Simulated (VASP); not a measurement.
# Tl (P-1) in VASP: single point with PBEsol

Aim: the single point of Tl with PBEsol.

All numbers are computed with VASP 6.6.1; they aren't measurements. Logs are shortened: lines on timing, memory, paths and dates and some standing lists are left out, and cuts for length are marked.

## 1. The cell of the first run

The typed cell holds 2 atoms: a = 3.456 Å, b = 3.456 Å, c = 5.525 Å, α = 90.00°, β = 90.00°, γ = 120.00°.

## 2. Single point, PBEsol (one atom moved)

Contents of INCAR:

```
ALGO     = Normal         # electronic algorithm
EDIFF    = 1E-6           # SCF threshold, eV
ENCUT    = 500            # plane-wave cutoff, eV
GGA      = PS             # functional
GGA_COMPAT= False        
ISIF     = 2              # what is computed and relaxed
ISMEAR   = 0              # smearing method
LASPH    = True           # aspherical terms in the spheres
LCHARG   = False          # write CHGCAR
LREAL    = False          # projectors in reciprocal space
LWAVE    = False          # write WAVECAR
NBANDS   = 20             # bands
NELM     = 120            # most SCF steps
PREC     = Accurate       # precision mode
SIGMA    = 0.1            # smearing width, eV
```

Contents of KPOINTS:

```
k-points
0
Gamma
  12 12 8
```

Contents of POSCAR:

```
Tl
1.0
    3.4559983565      0.0000000000      0.0000000000
   -1.7279991783      2.9929823722      0.0000000000
    0.0000000000      0.0000000000      5.5250000000
Tl
2
Direct
    0.2315755034      0.6661487886      0.2739963801
    0.6666666667      0.3333333333      0.7500000000
```

Potentials or basis: VASP PAW PBE potentials, release 64 (Tl_d).

Started as:

```bash
cat potpaw_PBE.64/Tl_d/POTCAR > POTCAR
mpirun -np 1 vasp_std > vasp.out
```

OUTCAR:

```text
EDIFF = 1E-6
   ENCUT = 500
   GGA = PS
   ISIF = 2
   ISMEAR = 0
   LASPH = True
   LREAL = False
   NELM = 120
   PREC = Accurate

 ion  position               nearest neighbor table
   1  0.232  0.666  0.274-   2 3.13   2 3.32   2 3.36   2 3.50   2 3.53   2 3.70
   2  0.667  0.333  0.750-   1 3.13   1 3.32   1 3.36   1 3.50   1 3.53   1 3.70

  LATTYP: Found a hexagonal cell.
 ALAT       =     3.4559983565
 C/A-ratio  =     1.5986697417

  Lattice vectors:

 A1 = (   3.4559983565,   0.0000000000,   0.0000000000)
 A2 = (  -1.7279991783,   2.9929823722,   0.0000000000)
 A3 = (   0.0000000000,   0.0000000000,   5.5250000000)

Analysis of symmetry for initial positions (statically):
=====================================================================
 Subroutine PRICEL returns:
 Original cell was already a primitive cell.

 Routine SETGRP: Setting up the symmetry group for a
 hexagonal supercell.

 Subroutine GETGRP returns: Found  2 space group operations
 (whereof  1 operations were pure point group operations)
 out of a pool of 24 trial point group operations.

The static configuration has the point symmetry C_1 .
 The point group associated with its full space group is S_2 .

Analysis of symmetry for dynamics (positions and initial velocities):
=====================================================================
 Subroutine PRICEL returns:
 Original cell was already a primitive cell.

 Routine SETGRP: Setting up the symmetry group for a
 hexagonal supercell.

 Subroutine GETGRP returns: Found  2 space group operations
 (whereof  1 operations were pure point group operations)
 out of a pool of 24 trial point group operations.

The dynamic configuration has the point symmetry C_1 .
 The point group associated with its full space group is S_2 .

 Subroutine INISYM returns: Found  2 space group operations
 (whereof  1 operations are pure point group operations),
 and found     1 'primitive' translations

----------------------------------------------------------------------------------------

                                     Primitive cell

  volume of cell :      57.1492

  direct lattice vectors                    reciprocal lattice vectors
     3.455998356  0.000000000  0.000000000     0.289351989  0.167057449  0.000000000
    -1.727999178  2.992982372  0.000000000     0.000000000  0.334114898  0.000000000
     0.000000000  0.000000000  5.525000000     0.000000000  0.000000000  0.180995475

  length of vectors
     3.455998356  3.455998357  5.525000000     0.334114898  0.334114898  0.180995475

  position of ions in fractional coordinates (direct lattice)
     0.231575503  0.666148789  0.273996380
     0.666666667  0.333333333  0.750000000

  ion indices of the primitive-cell ions
   primitive index   ion index
                 1           1
                 2           2

----------------------------------------------------------------------------------------

 KPOINTS: k-points

Automatic generation of k-mesh.
 Grid dimensions read from file:
 generate k-points for:   12   12    8

 Generating k-lattice:

  Cartesian coordinates                     Fractional coordinates (reciprocal lattice)
     0.024112666  0.013921454  0.000000000     0.083333333  0.000000000  0.000000000
     0.000000000  0.027842908  0.000000000     0.000000000  0.083333333  0.000000000
     0.000000000  0.000000000  0.022624434     0.000000000  0.000000000  0.125000000

  Length of vectors
     0.027842908  0.027842908  0.022624434

  Shift w.r.t. Gamma in fractional coordinates (k-lattice)
     0.000000000  0.000000000  0.000000000

 Subroutine IBZKPT returns following result:
 ===========================================

 Found    580 irreducible k-points:

 Following reciprocal coordinates:
            Coordinates               Weight
  0.000000  0.000000  0.000000      1.000000
  0.083333  0.000000  0.000000      2.000000
  0.000000  0.083333  0.000000      2.000000
 -0.083333  0.083333  0.000000      2.000000
  0.166667  0.000000  0.000000      2.000000
  0.000000  0.166667  0.000000      2.000000
[... 16 lines left out ...]
  0.166667  0.083333  0.000000      2.000000
 -0.083333  0.250000  0.000000      2.000000
 [... further k-points ...]
   k-points           NKPTS =    580   k-points in BZ     NKDIM =    580   number of bands    NBANDS=     20
   number of dos      NEDOS =    301   number of ions     NIONS =      2
   total plane-waves  NPLWV =  31360
   dimension x,y,z NGX =    28 NGY =   28 NGZ =   40
   dimension x,y,z NGXF=    56 NGYF=   56 NGZF=   80
   ions per type =               2
   NGX,Y,Z   is equivalent  to a cutoff of  13.47, 13.47, 12.04 a.u.
   NGXF,Y,Z  is equivalent  to a cutoff of  26.94, 26.94, 24.07 a.u.
 SYSTEM =  unknown system
   PREC   = accura    normal or accurate (medium, high low for compatibility)
   ISTART =      0    job   : 0-new  1-cont  2-samecut
   ICHARG =      2    charge: 1-file 2-atom 10-const
   ISPIN  =      1    spin polarized calculation?
   LNONCOLLINEAR =      F non collinear calculations
   LSORBIT =      F    spin-orbit coupling
   LASPH  =      T    aspherical Exc in radial PAW
   ENCUT  =  500.0 eV  36.75 Ry    6.06 a.u.   6.30  6.30 10.07*2*pi/ulx,y,z
   NELM   =    120;   NELMIN=  2; NELMDL= -5     # of ELM steps
   EDIFF  = 0.1E-05   stopping-criterion for ELM
   LREAL  =      F    real-space projection
   EDIFFG = 0.1E-04   stopping-criterion for IOM
   NSW    =      0    number of steps for IOM
   IBRION =     -1    ionic relax: 0-MD 1-quasi-New 2-CG
   NFREE  =      0    steps in history (QN), initial steepest desc. (CG)
   ISIF   =      2    stress and relaxation
   ISYM   =      2    0-nonsym 1-usesym 2-fastsym
   POTIM  = 0.5000    time-step for ionic-motion
   TEBEG  =    0.0;   TEEND  =   0.0 temperature during run
   PSTRESS=    0.0 pullay stress
   NELECT =      26.0000    total number of electrons
   NUPDOWN=      -1.0000    fix difference up-down
   EMIN   =  10.00;   EMAX   =-10.00  energy-range for DOS
   EFERMI =   0.00;   METHOD = LEGACY
   ISMEAR =     0;   SIGMA  =   0.10  broadening in eV -4-tet -1-fermi 0-gaus
   EFERMI_NEDOS =   21; number of points for ismear=-14 and -15
   IALGO  =     38    algorithm
   IMIX   =      4    mixing-type and parameters
     AMIX     =   0.40;   BMIX     =  1.00
     AMIX_MAG =   1.60;   BMIX_MAG =  1.00
  volume/ion in A,a.u.               =      28.57       192.83
  Fermi-wavevector in a.u.,A,eV,Ry     =   1.259107  2.379367 21.570001  1.585350
  Thomas-Fermi vector in A             =   2.392683
   LORBIT       =      0    0 simple, 1 ext, 2 COOP (PROOUT), +10 PAW based schemes
   GGA     = PS    functional components
   LHFCALC =     F    Hartree Fock is set to
   AEXX    =    0.0000 exact exchange contribution
   IVDW    =     0    specifies the selected vdW correction
   LEPSILON=     F    determine dielectric tensor
   LRPA    =     F    only Hartree local field effects (RPA)
 non-spin polarized calculation
 Gauss-broadening in eV      SIGMA  =   0.10
  energy-cutoff  :      500.00
  volume of cell :       57.15
 maximum number of plane-waves:      1466
 NGX is ok and might be reduce to    28
   NGX = 13   NGY = 13   NGZ = 21

 number of electron      25.9999995 magnetization

 Free energy of the ion-electron system (eV)
  ---------------------------------------------------
  ext. energy  EPLUGINS =         0.00000000
  ---------------------------------------------------
  free energy    TOTEN  =        -5.21263345 eV

  energy without entropy =       -5.20813386  energy(sigma->0) =       -5.21038366

 E-fermi :   6.4081     XC(G=0): -10.3634

 val. band max:        6.3992663636   @ k =  -0.3333   0.3333   0.3750
 cond. band min:       6.4117644859   @ k =  -0.2500   0.5000   0.3750
 fundamental gap:      0.0124981223
 Fermi energy:         6.4080901383

 k-point     1 :       0.0000    0.0000    0.0000
  band No.  band energies     occupation
      1      -5.3931      2.00000
      2      -5.2484      2.00000
      3      -5.1332      2.00000
      4      -5.1323      2.00000
      5      -5.0877      2.00000
      6      -5.0549      2.00000
[... 12 lines left out ...]
     19      17.3858      0.00000
     20      18.0059      0.00000

 k-point     2 :       0.0833    0.0000    0.0000
  band No.  band energies     occupation
      1      -5.3649      2.00000
      2      -5.2514      2.00000
      3      -5.1447      2.00000
      4      -5.1172      2.00000
      5      -5.0731      2.00000
      6      -5.0332      2.00000
[... 12 lines left out ...]
     19      17.3567      0.00000
     20      18.0483      0.00000

 k-point     3 :       0.0000    0.0833    0.0000
  band No.  band energies     occupation
      1      -5.3672      2.00000
      2      -5.2440      2.00000
      3      -5.1418      2.00000
      4      -5.1273      2.00000
      5      -5.0713      2.00000
      6      -5.0438      2.00000
[... 12 lines left out ...]
     19      17.3775      0.00000
     20      18.3572      0.00000

 k-point     4 :      -0.0833    0.0833    0.0000
  band No.  band energies     occupation
      1      -5.3790      2.00000
      2      -5.2461      2.00000
      3      -5.1377      2.00000
      4      -5.1065      2.00000
      5      -5.0741      2.00000
      6      -5.0501      2.00000
[... 12 lines left out ...]
     19      17.3985      0.00000
     20      18.3228      0.00000

 k-point     5 :       0.1667    0.0000    0.0000
  band No.  band energies     occupation
      1      -5.3392      2.00000
      2      -5.2242      2.00000
      3      -5.1752      2.00000
      4      -5.1048      2.00000
      5      -5.0137      2.00000
      6      -4.9974      2.00000
[... 12 lines left out ...]
     19      16.9042      0.00000
     20      18.3419      0.00000
[... 353 lines left out ...]
      6      -4.9894      2.00000
[... 12 lines left out ...]
     19      17.0946      0.00000
     20      18.2519      0.00000

 k-point    22 :      -0.1667    0.0833    0.0000
  band No.  band energies     occupation
      1      -5.3467      2.00000
      2      -5.2574      2.00000
      3      -5.1559      2.00000
      4      -5.0847      2.00000
      5      -5.0278      2.00000
      6      -5.0202      2.00000
[... 12 lines left out ...]
     19      17.0060      0.00000
     20      17.9271      0.00000

 k-point    23 :       0.1667    0.0833    0.0000
  band No.  band energies     occupation
      1      -5.3317      2.00000
      2      -5.2235      2.00000
      3      -5.1668      2.00000
      4      -5.0888      2.00000
      5      -5.0298      2.00000
      6      -4.9779      2.00000
[... 12 lines left out ...]
     19      16.6623      0.00000
     20      17.1676      0.00000

 k-point    24 :      -0.0833    0.2500    0.0000
  band No.  band energies     occupation
      1      -5.3155      2.00000
      2      -5.2523      2.00000
      3      -5.1778      2.00000
      4      -5.1224      2.00000
      5      -5.0355      2.00000
      6      -4.9592      2.00000
[... 12 lines left out ...]
     19      16.6756      0.00000
     20      17.1737      0.00000

 [... further k-points ...]

------------------------ aborting loop because EDIFF is reached ----------------------------------------

  FORCE on cell =-STRESS in cart. coord.  units (eV):
  Direction    XX          YY          ZZ          XY          YZ          ZX
  --------------------------------------------------------------------------------------
  -------------------------------------------------------------------------------------
  Total        0.0390076      0.0507852      0.2802623      0.2314277     -0.0438738     -0.1341759
  in kB        1.0935776      1.4237636      7.8571534      6.4880774     -1.2300013     -3.7616229
  external PRESSURE =       3.4581649 kB  Pullay stress =       0.0000000 kB

 VOLUME and BASIS-vectors are now :
 -----------------------------------------------------------------------------
  energy-cutoff  :      500.00
  volume of cell :       57.15
      direct lattice vectors                 reciprocal lattice vectors
     3.455998356  0.000000000  0.000000000     0.289351989  0.167057449  0.000000000
    -1.727999178  2.992982372  0.000000000     0.000000000  0.334114898  0.000000000
     0.000000000  0.000000000  5.525000000     0.000000000  0.000000000  0.180995475

 POSITION                                       TOTAL-FORCE (eV/Angst)
 -----------------------------------------------------------------------------------
     -0.35078      1.99377      1.51383         0.128927      0.042641     -0.412103
      1.72800      0.99766      4.14375        -0.128927     -0.042641      0.412103
 -----------------------------------------------------------------------------------
    total drift:                                0.000008     -0.000012      0.000019

  FREE ENERGIE OF THE ION-ELECTRON SYSTEM (eV)
  ---------------------------------------------------
  free  energy   TOTEN  =        -5.2126334521 eV

  energy  without entropy=       -5.2081338591  energy(sigma->0) =       -5.21038366
```

It took 2.5 min on 1 thread of Intel Xeon 6975P-C (Granite Rapids), shared host; peak memory 0.57 GiB.

What came out:

```
Free energy            : -5.2126 eV
Pressure               : 0.3 GPa
Largest force          : 0.434 eV/Å
Band gap on the k mesh : zero (bands 13 and 14 overlap by 5.83 eV)
```

Forces in eV/Å, atoms in the order of the input:
```
Tl   0.129  0.043 -0.412
Tl  -0.129 -0.043  0.412
```

Stress tensor (GPa, compression positive):
```
 0.11  0.65 -0.38
 0.65  0.14 -0.12
-0.38 -0.12  0.79
```

Caveat: the cell differs from its parent crystal (one atom moved); the PAW data sets were made with another functional, which shifts forces and pressure a little; spin-orbit coupling is left out, which moves the levels of the heavy elements.
